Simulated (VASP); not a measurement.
Write the native input for VASP 6.6.1 that does the following.

```yaml
Task: single point
Functional: LDA
Potentials_or_basis: VASP PAW LDA potentials, release 64 (W_sv)
Cutoff: 520 eV
k_mesh: 17 × 17 × 9
Occupations: fermi-dirac, width 0.05 eV
Spin: non-collinear spin, zero start, spin-orbit coupling
Starting_moments: "[[0.0, 0.0, 0.0], [0.0, 0.0, 0.0]] μB"
Dipole_correction: no
Further_INCAR_settings: ALGO = Normal; EDIFF = 1e-07; NBANDS = 40
```

The structure of W lies in POSCAR:

```
W
1.0
    2.7410321072      0.0000000000      0.0000000000
   -1.3705160536      2.3738034374      0.0000000000
    0.0000000000      0.0000000000      4.8448783914
W
2
Direct
    0.3333333333      0.6666666667      0.2500000000
    0.6666666667      0.3333333333      0.7500000000
```

This isn't the form of W at room conditions, which is bcc.

These files were run (other wordings do the same):

INCAR

```
ALGO = Normal
EDIFF = 1E-7
ENCUT = 520
GGA_COMPAT = False
ISIF = 2
ISMEAR = -1
LASPH = True
LCHARG = True
LMAXMIX = 4
LORBIT = 11
LORBMOM = True
LREAL = False
LSORBIT = True
LVHAR = True
LWAVE = False
MAGMOM = 0 0 0 0 0 0
NBANDS = 40
NELM = 150
PREC = Accurate
SIGMA = 0.05
```

KPOINTS

```
k-points
0
Gamma
  17 17 9
```

Potentials or basis: VASP PAW LDA potentials, release 64 (W_sv).

Command:

```sh
$ cat potpaw_LDA.64/W_sv/POTCAR > POTCAR
$ mpirun -np 1 vasp_ncl > vasp.out
```

It gave:

| Property | Result |
| --- | --- |
| Pressure | 2.1 GPa |
| Net moment | 0.00 μB per cell |
| Valence electrons inside the program's atomic spheres | W 12.18 |

It took 2.1 min on 1 thread of Intel(R) Xeon(R) 6975P-C (Granite Rapids) (shared host), peak memory 0.37 GiB.
